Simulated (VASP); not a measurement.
# CuCl in VASP: further runs, part 2 of 2

VASP 6.6.1. Earlier steps stand in the parts before.

## Step 4: Relaxation of cell and atoms, PBE

This run uses another cell than the first one, of 19.95 Å³/atom, 1.099 times its volume.

INCAR reads:

```
PREC = Accurate
ENCUT = 600
EDIFF = 1E-7
ISMEAR = 0
SIGMA = 0.01
LREAL = F
LASPH = T
NELM = 120
ALGO = Normal
ISIF = 3
LWAVE = F
LCHARG = F
GGA = PE
IBRION = 2
NSW = 80
EDIFFG = -0.001
GGA_COMPAT = F
NELMIN = 4
```

KPOINTS reads:

```
regular mesh
0
Gamma
  12 12 12
```

POSCAR reads:

```
CuCl
1.0
    1.9179250163      1.1073145245      3.1315826559
   -1.9179250163      1.1073145245      3.1315826559
    0.0000000000     -2.2146290489      3.1315826560
Cu Cl
1 1
Direct
    0.0085319846      0.0085319846      0.0085319846
    0.7584666854      0.7584666854      0.7584666854
```

Command:

```
> cat potpaw_PBE.64/Cu/POTCAR potpaw_PBE.64/Cl/POTCAR > POTCAR
> mpirun -np 1 vasp_std > vasp.out
```

It took 2.2 min on 1 thread of Intel Xeon Platinum 8488C (Sapphire Rapids), shared host; peak memory 0.28 GiB.

It converged, with:

* Free energy: -6.3432 eV
* Relaxed volume: 20.01 Å³/atom
* Relaxed cell: a = 3.839 Å, b = 3.839 Å, c = 3.839 Å, α = 60.01°, β = 60.01°, γ = 60.01°
* Space group after relaxing (to 0.05 Å): F-43m (No. 216)
* Energy gained by relaxing: 0.0 meV/atom
* Ionic steps: 3
* Pressure after relaxing: 0.0 GPa
* Band gap on the k mesh: 0.53 eV, direct

Final structure:
```cif
data_structure
_symmetry_space_group_name_H-M 'P 1'
_symmetry_Int_Tables_number 1
_cell_length_a 3.8389
_cell_length_b 3.8389
_cell_length_c 3.8389
_cell_angle_alpha 60.006
_cell_angle_beta 60.006
_cell_angle_gamma 60.006
_cell_volume 40.01
loop_
_atom_site_label
_atom_site_type_symbol
_atom_site_fract_x
_atom_site_fract_y
_atom_site_fract_z
_atom_site_occupancy
Cu1 Cu 0.00853 0.00853 0.00853 1
Cl1 Cl 0.75847 0.75847 0.75847 1
```

Levels at points of the mesh, in eV from the valence-band top:
```csv
k point,band 6,band 7,band 8,band 9,band 10,band 11,band 12,band 13
"(0.00, 0.00, 0.00)",-1.45,0.00,0.00,0.00,0.53,6.75,6.75,6.75
"(0.50, 0.00, 0.00)",-1.38,-1.33,-0.55,-0.55,2.89,6.76,7.18,7.18
"(0.50, 0.50, 0.00)",-1.34,-1.27,-1.07,-1.07,3.46,4.46,8.71,10.93
"(0.50, 0.50, 0.50)",-1.38,-1.33,-0.55,-0.55,2.88,6.76,7.17,7.17
```

A k mesh can miss the band edges.

## Step 5: Single point, PBE (volume scaled by 0.97, then relaxed in part)

INCAR reads:

```
PREC = Accurate ; ENCUT = 600
EDIFF = 1E-6 ; ISMEAR = 0
SIGMA = 0.02 ; LREAL = F
LASPH = T ; NELM = 120
ALGO = Normal ; ISIF = 2
LWAVE = F ; LCHARG = T
GGA = PE ; LELF = T
LVHAR = T ; NBANDS = 16
GGA_COMPAT = F
```

KPOINTS is that of step 4.

POSCAR reads:

```
CuCl
1.0
    1.8985507100      1.0961287635      3.0999483470
   -1.8985507100      1.0961287635      3.0999483470
    0.0000000000     -2.1922575269      3.0999483470
Cu Cl
1 1
Direct
    0.0085319845      0.0085319845      0.0085319845
    0.7584666855      0.7584666855      0.7584666855
```

Command:

```
> cat potpaw_PBE.64/Cu/POTCAR potpaw_PBE.64/Cl/POTCAR > POTCAR
> mpirun -np 1 vasp_std > vasp.out
```

Wall time 1.9 min (1 thread of Intel Xeon Platinum 8375C at 2.90GHz (Ice Lake), shared host); peak memory 0.27 GiB.

The run converged. Its results:

* Free energy: -6.3361 eV
* Pressure: 1.7 GPa
* Band gap on the k mesh: 0.59 eV, direct

Levels at points of the mesh, in eV from the valence-band top:
```tsv
k point	band 6	band 7	band 8	band 9	band 10	band 11	band 12	band 13
(0.00, 0.00, 0.00)	-1.56	0.00	0.00	0.00	0.59	6.75	6.75	6.75
(0.50, 0.00, 0.00)	-1.48	-1.43	-0.59	-0.59	2.94	6.90	7.18	7.19
(0.50, 0.50, 0.00)	-1.44	-1.36	-1.16	-1.16	3.43	4.52	8.89	11.15
(0.50, 0.50, 0.50)	-1.48	-1.43	-0.59	-0.59	2.94	6.90	7.18	7.18
```

Caveat: the cell differs from its parent crystal (volume scaled by 0.97, then relaxed in part). A k mesh can miss the band edges.

## Step 6: Relaxation of shape and atoms at fixed volume, PBE (volume scaled by 0.97)

INCAR reads:

```
SYSTEM = CuCl
ALGO = Normal
EDIFF = 1E-7
EDIFFG = -0.01
ENCUT = 600
GGA = PE
GGA_COMPAT = .FALSE.
IBRION = 2
ISIF = 4
ISMEAR = 0
LASPH = .TRUE.
LCHARG = .FALSE.
LREAL = .FALSE.
LWAVE = .FALSE.
NELM = 120
NELMIN = 4
NSW = 50
PREC = Accurate
SIGMA = 0.02
```

KPOINTS reads:

```
k-points
0
G
  12 12 12
  0 0 0
```

POSCAR is that of step 5.

Potentials or basis: VASP PAW PBE potentials, release 64 (Cu, Cl).

Command:

```
> cat potpaw_PBE.64/Cu/POTCAR potpaw_PBE.64/Cl/POTCAR > POTCAR
> mpirun -np 1 vasp_std > vasp.out
```

Wall time 1.8 min (1 thread of Intel Xeon Platinum 8375C at 2.90GHz (Ice Lake), shared host); peak memory 0.26 GiB.

The run converged. Its results:

- Free energy: -6.3361 eV
- Pressure after relaxing: 1.8 GPa
- Band gap on the k mesh: 0.59 eV, direct

Final structure:
```
Cu Cl
1.0
     1.89855    1.09613    3.09995
    -1.89855    1.09613    3.09995
     0.00000   -2.19226    3.09995
Cu Cl
1 1
Direct
  0.00853 0.00853 0.00853
  0.75847 0.75847 0.75847
```

Levels at points of the mesh, in eV from the valence-band top:
| k point | band 5 | band 6 | band 7 | band 8 | band 9 | band 10 | band 11 | band 12 | band 13 |
| --- | --- | --- | --- | --- | --- | --- | --- | --- | --- |
| (0.00, 0.00, 0.00) | -1.56 | -1.56 | 0.00 | 0.00 | 0.00 | 0.59 | 6.75 | 6.75 | 6.75 |
| (0.50, 0.00, 0.00) | -1.48 | -1.48 | -1.43 | -0.59 | -0.59 | 2.94 | 6.90 | 7.18 | 7.19 |
| (0.50, 0.50, 0.00) | -1.70 | -1.44 | -1.36 | -1.16 | -1.16 | 3.43 | 4.52 | 8.89 | 11.15 |
| (0.50, 0.50, 0.50) | -1.48 | -1.48 | -1.43 | -0.59 | -0.59 | 2.94 | 6.90 | 7.18 | 7.18 |

Caveat: the cell differs from its parent crystal (volume scaled by 0.97); the relaxation stopped at its first step, so nothing moved. A k mesh can miss the band edges.

## Step 7: Overview

| task | cell | smearing | gap on the mesh (eV) | pressure (GPa) |
| --- | --- | --- | --- | --- |
| relaxation of shape and atoms at fixed volume | relaxed from a = 3.717 Å, angles 60.0°, 2 atoms | gaussian 0.02 eV | 0.72 | 6.1 |
| single point | a = 3.835 Å, angles 60.0°, 2 atoms | gaussian 0.01 eV | 0.53 | 0.1 |
| relaxation of cell and atoms | relaxed from a = 3.836 Å, angles 60.0°, 2 atoms | gaussian 0.01 eV | 0.53 | 0.0 |
| single point | a = 3.797 Å, angles 60.0°, 2 atoms | gaussian 0.02 eV | 0.59 | 1.7 |
| relaxation of shape and atoms at fixed volume | relaxed from a = 3.797 Å, angles 60.0°, 2 atoms | gaussian 0.02 eV | 0.59 | 1.8 |

Alike in all rows: level PBE; potentials or basis VASP PAW PBE potentials, release 64 (Cu, Cl); no spin polarisation; k mesh 12 × 12 × 12; cutoff (eV) 600.

Caveats: the relaxation stopped at its first step, so nothing moved (some runs).

Absolute energies hang on the potentials; compare differences alone.
